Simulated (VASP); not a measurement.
Al, 4 atoms in the cell. The structure is monoclinic, space group C2/m (No. 12). Conventional cell: a = 4.909 Å, b = 2.840 Å, c = 2.828 Å, α = 90.00°, β = 125.06°, γ = 90.00°. Al (site symmetry 2/m) has 12 Al at 2.83 to 2.84 Å within 3.7 Å. 

- Program: VASP 6.6.1
- Task: single point
- Functional: PBE
- Potentials or basis: VASP PAW PBE potentials, release 64 (Al)
- Cutoff: 520 eV
- k mesh: 6 × 6 × 15
- Occupations: gaussian, width 0.1 eV
- Spin: no spin polarisation
- Dipole correction: no
- Further INCAR settings: ALGO = Fast; EDIFF = 1e-06; NBANDS = 14

Potentials or basis: VASP PAW PBE potentials, release 64 (Al).

The run is started by

```console
$ cat potpaw_PBE.64/Al/POTCAR > POTCAR
$ mpirun -np 1 vasp_std > vasp.out
```

Hardware: 1 thread of Intel Xeon 8259CL, with other jobs on the host.

Task: Estimate the wall time of this run.

Result: Run time: 3 min on 1 thread of Intel Xeon 8259CL, with other jobs on the host, peak memory 0.26 GiB. Counts: scf iterations 13, k points 160.
